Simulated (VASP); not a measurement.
# SiO2 (P4_12_12) in VASP: a series of runs, part 2 of 2

VASP 6.6.1. The steps go on from the part before.

### Step 3. Electric field gradients, r2SCAN

The input, POSCAR:

```
SiO2
1.0
    4.9890000000      0.0000000000      0.0000000000
    0.0000000000      4.9890000000      0.0000000000
    0.0000000000      0.0000000000      6.9910000000
Si O
4 8
Direct
    0.3028320336      0.3028320336      0.0000000000
    0.1971679664      0.8028320336      0.2500000000
    0.6971679664      0.6971679664      0.5000000000
    0.8028320336      0.1971679664      0.7500000000
    0.2377294418      0.1119442121      0.1825996763
    0.3880557879      0.7377294418      0.4325996763
    0.7622705582      0.8880557879      0.6825996763
    0.6119442121      0.2622705582      0.9325996763
    0.7377294418      0.3880557879      0.5674003237
    0.8880557879      0.7622705582      0.3174003237
    0.2622705582      0.6119442121      0.0674003237
    0.1119442121      0.2377294418      0.8174003237
```

The input, INCAR.step1:

```
SYSTEM = SiO2
  PREC = Accurate
  ENCUT = 520
  ISMEAR = -1
  SIGMA = 0.02
  LREAL = .FALSE.
  LASPH = .TRUE.
  NELM = 60
  NBANDS = 44
  GGA = PE
  ALGO = Normal
  EDIFF = 1E-4
  LWAVE = .TRUE.
  LCHARG = .FALSE.
```

The input, INCAR.step2:

```
SYSTEM = SiO2
  PREC = Accurate
  ENCUT = 520
  EDIFF = 1E-8
  ISMEAR = -1
  SIGMA = 0.02
  LREAL = .FALSE.
  LASPH = .TRUE.
  NELM = 60
  ALGO = Normal
  ISIF = 2
  LWAVE = .FALSE.
  LCHARG = .FALSE.
  METAGGA = R2SCAN
  LMIXTAU = .TRUE.
  LEFG = .TRUE.
  NBANDS = 44
  ISTART = 1
```

The input, KPOINTS:

```
Automatic mesh
0
G
  4 4 3
  0 0 0
```

Potentials or basis: VASP PAW PBE potentials, release 64 (Si, O).

The run is started by

```console
> cat potpaw_PBE.64/Si/POTCAR potpaw_PBE.64/O/POTCAR > POTCAR
> cp INCAR.step1 INCAR
> mpirun -np 1 vasp_std > vasp.out
> cp INCAR.step2 INCAR
> mpirun -np 1 vasp_std > vasp.out
```

OUTCAR:

```text
SYSTEM = SiO2
   PREC = Accurate
   ENCUT = 520
   EDIFF = 1E-8
   ISMEAR = -1
   LREAL = .FALSE.
   LASPH = .TRUE.
   NELM = 60
   ISIF = 2
   METAGGA = R2SCAN
   ISTART = 1

 ion  position               nearest neighbor table
   1  0.303  0.303  0.000-   8 1.63  11 1.63   5 1.63  12 1.63   2 3.09   4 3.09   2 3.09   4 3.09

   2  0.197  0.803  0.250-   5 1.63  10 1.63   6 1.63  11 1.63   1 3.09   3 3.09   1 3.09   3 3.09

   3  0.697  0.697  0.500-   6 1.63   9 1.63   7 1.63  10 1.63   2 3.09   4 3.09   4 3.09   2 3.09

   4  0.803  0.197  0.750-   7 1.63  12 1.63   9 1.63   8 1.63   1 3.09   3 3.09   3 3.09   1 3.09

   5  0.238  0.112  0.183-   2 1.63   1 1.63
   6  0.388  0.738  0.433-   3 1.63   2 1.63
   7  0.762  0.888  0.683-   4 1.63   3 1.63
   8  0.612  0.262  0.933-   1 1.63   4 1.63
   9  0.738  0.388  0.567-   3 1.63   4 1.63
  10  0.888  0.762  0.317-   2 1.63   3 1.63
  11  0.262  0.612  0.067-   1 1.63   2 1.63
  12  0.112  0.238  0.817-   4 1.63   1 1.63

  LATTYP: Found a simple tetragonal cell.
 ALAT       =     4.9890000000
 C/A-ratio  =     1.4012828222

  Lattice vectors:

 A1 = (   4.9890000000,   0.0000000000,   0.0000000000)
 A2 = (   0.0000000000,   4.9890000000,   0.0000000000)
 A3 = (   0.0000000000,   0.0000000000,   6.9910000000)

Analysis of symmetry for initial positions (statically):
=====================================================================
 Subroutine PRICEL returns:
 Original cell was already a primitive cell.

 Routine SETGRP: Setting up the symmetry group for a
 simple tetragonal supercell.

 Subroutine GETGRP returns: Found  8 space group operations
 (whereof  2 operations were pure point group operations)
 out of a pool of 16 trial point group operations.

The static configuration has the point symmetry C_2 .
 The point group associated with its full space group is D_4 .

[... 765 lines left out ...]
      1.93601      3.68053      3.02430         0.152467      0.036051     -0.238217
      3.80297      4.43051      4.77205        -0.036051      0.152467     -0.238217
      3.05299      1.30847      6.51980        -0.152467     -0.036051     -0.238217
      3.68053      1.93601      3.96670         0.036051      0.152467      0.238217
      4.43051      3.80297      2.21895         0.152467     -0.036051      0.238217
      1.30847      3.05299      0.47120        -0.036051     -0.152467      0.238217
      0.55849      1.18603      5.71445        -0.152467      0.036051      0.238217
 -----------------------------------------------------------------------------------
    total drift:                               -0.000000      0.000000      0.000000

  FREE ENERGIE OF THE ION-ELECTRON SYSTEM (eV)
  ---------------------------------------------------
  free  energy   TOTEN  =      -119.1224037224 eV

  energy  without entropy=     -119.1224037224  energy(sigma->0) =     -119.12240372

 Electric field gradients (V/A^2)
---------------------------------------------------------------------
 ion       V_xx      V_yy      V_zz      V_xy      V_xz      V_yz
---------------------------------------------------------------------
   1       0.479     0.479    -0.959     0.281     2.571    -2.571
   2       0.479     0.479    -0.959    -0.281     2.571     2.571
   3       0.479     0.479    -0.959     0.281    -2.571     2.571
   4       0.479     0.479    -0.959    -0.281    -2.571    -2.571
   5     -48.785    43.872     4.913    18.741   -14.263   -57.997
   6      43.872   -48.785     4.913   -18.741    57.997   -14.263
   7     -48.785    43.872     4.913    18.741    14.263    57.997
   8      43.872   -48.785     4.913   -18.741   -57.997    14.263
   9     -48.785    43.872     4.913   -18.741    14.263   -57.997
  10      43.872   -48.785     4.913    18.741   -57.997   -14.263
  11     -48.785    43.872     4.913   -18.741   -14.263    57.997
  12      43.872   -48.785     4.913    18.741    57.997    14.263
---------------------------------------------------------------------

 Electric field gradients after diagonalization (V/A^2)
 (convention: |V_zz| > |V_xx| > |V_yy|)
----------------------------------------------------------------------
 ion       V_xx      V_yy      V_zz     asymmetry (V_yy - V_xx)/ V_zz
----------------------------------------------------------------------
   1       3.302     0.761    -4.062       0.626
   2       3.302     0.761    -4.062       0.626
   3       3.302     0.761    -4.062       0.626
   4       3.302     0.761    -4.062       0.626
   5     -52.816   -36.764    89.580       0.179
   6     -52.816   -36.764    89.580       0.179
   7     -52.816   -36.764    89.580       0.179
   8     -52.816   -36.764    89.580       0.179
   9     -52.816   -36.764    89.580       0.179
  10     -52.816   -36.764    89.580       0.179
  11     -52.816   -36.764    89.580       0.179
  12     -52.816   -36.764    89.580       0.179
----------------------------------------------------------------------

           NMR quadrupolar parameters

 Cq : quadrupolar parameter    Cq=e*Q*V_zz/h
 eta: asymmetry parameters     (V_yy - V_xx)/ V_zz
 Q  : nuclear electric quadrupole moment in mb (millibarn)
----------------------------------------------------------------------
 ion       Cq(MHz)       eta       Q (mb)
----------------------------------------------------------------------
   1      -0.010       0.626       1.000
   2      -0.010       0.626       1.000
   3      -0.010       0.626       1.000
   4      -0.010       0.626       1.000
   5       0.217       0.179       1.000
   6       0.217       0.179       1.000
   7       0.217       0.179       1.000
   8       0.217       0.179       1.000
   9       0.217       0.179       1.000
  10       0.217       0.179       1.000
  11       0.217       0.179       1.000
  12       0.217       0.179       1.000
----------------------------------------------------------------------
```

OUTCAR.step1:

```text
SYSTEM = SiO2
   PREC = Accurate
   ENCUT = 520
   ISMEAR = -1
   LREAL = .FALSE.
   LASPH = .TRUE.
   NELM = 60
[... 815 lines left out ...]
      4.43051      3.80297      2.21895         0.005026     -0.001802      0.002197
      1.30847      3.05299      0.47120        -0.001802     -0.005026      0.002197
      0.55849      1.18603      5.71445        -0.005026      0.001802      0.002197
 -----------------------------------------------------------------------------------
    total drift:                               -0.000000      0.000000     -0.000000

  FREE ENERGIE OF THE ION-ELECTRON SYSTEM (eV)
  ---------------------------------------------------
  free  energy   TOTEN  =       -94.9091584909 eV

  energy  without entropy=      -94.9091584909  energy(sigma->0) =      -94.90915849
```

Wall time 7.9 min (1 thread of Intel Xeon 8259CL, shared host); peak memory 0.33 GiB.

What came out:

| Property | Result |
| --- | --- |
| Free energy | -119.1224 eV |
| Pressure | -3.5 GPa |
| Largest force | 0.285 eV/Å |
| Band gap on the k mesh | 6.24 eV |
| Largest electric field gradient by atom | Si -4.1; O +89.6 V/Å² |

Forces in eV/Å, atoms in the order of the input:
```
Si   0.050  0.050  0.000
Si  -0.050  0.050  0.000
Si  -0.050 -0.050  0.000
Si   0.050 -0.050  0.000
O    0.036 -0.152 -0.238
O    0.152  0.036 -0.238
O   -0.036  0.152 -0.238
O   -0.152 -0.036 -0.238
O    0.036  0.152  0.238
O    0.152 -0.036  0.238
O   -0.036 -0.152  0.238
O   -0.152  0.036  0.238
```

Stress tensor (GPa, compression positive):
```
-3.23  0.00  0.00
 0.00 -3.23  0.00
 0.00  0.00 -4.15
```

Electric field gradients, principal values (V/Å²):
```csv
atom,least,middle,greatest (by size)
1 Si,0.761,3.302,-4.062
2 Si,0.761,3.302,-4.062
3 Si,0.761,3.302,-4.062
4 Si,0.761,3.302,-4.062
5 O,-36.764,-52.816,89.580
6 O,-36.764,-52.816,89.580
7 O,-36.764,-52.816,89.580
8 O,-36.764,-52.816,89.580
9 O,-36.764,-52.816,89.580
10 O,-36.764,-52.816,89.580
11 O,-36.764,-52.816,89.580
12 O,-36.764,-52.816,89.580
```

Caveat: the cell stands under tension; without QUAD_EFG the Cq values of the log hold for a quadrupole moment of 1 mb, not for the nuclei; the PAW data sets were made with another functional, which shifts forces and pressure a little.
